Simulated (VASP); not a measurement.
GaSb (qe600):

```xyz
2
Lattice="0.0000 3.0686 3.0686 3.0686 0.0000 3.0686 3.0686 3.0686 0.0000" Properties=species:S:1:pos:R:3 pbc="T T T"
Ga    0.0000    0.0000    0.0000
Sb    1.5343    1.5343    1.5343
```

- Program: VASP 6.6.1
- Task: relaxation of cell and atoms
- Functional: LDA
- Potentials or basis: VASP PAW LDA potentials, release 64 (Ga_d, Sb)
- Cutoff: 600 eV
- k mesh: 10 × 10 × 10
- Occupations: gaussian, width 0.1 eV
- Spin: no spin polarisation

At the start: pressure -2.0 GPa; volume 28.89 Å³/atom.

Question: How do energy, volume and symmetry change on relaxing?

Answer: Over 3 steps the energy falls by 7.4 meV/atom and the volume is 27.76 Å³/atom (-3.9 %); space group F-43m (No. 216, to 0.05 Å).

Step by step:
```csv
step,energy change (eV),largest force (eV/Å),pressure (GPa),volume (Å³)
1,0.0000,0.0000,-2.04,57.79
2,-0.0131,0.0000,0.77,54.77
3,-0.0149,0.0000,0.00,55.52
```

Final structure:
```cif
data_structure
_symmetry_space_group_name_H-M 'P 1'
_symmetry_Int_Tables_number 1
_cell_length_a 4.2821
_cell_length_b 4.2821
_cell_length_c 4.2821
_cell_angle_alpha 60.000
_cell_angle_beta 60.000
_cell_angle_gamma 60.000
_cell_volume 55.52
loop_
_atom_site_label
_atom_site_type_symbol
_atom_site_fract_x
_atom_site_fract_y
_atom_site_fract_z
_atom_site_occupancy
Ga1 Ga 0.00000 0.00000 0.00000 1
Sb1 Sb 0.25000 0.25000 0.25000 1
```
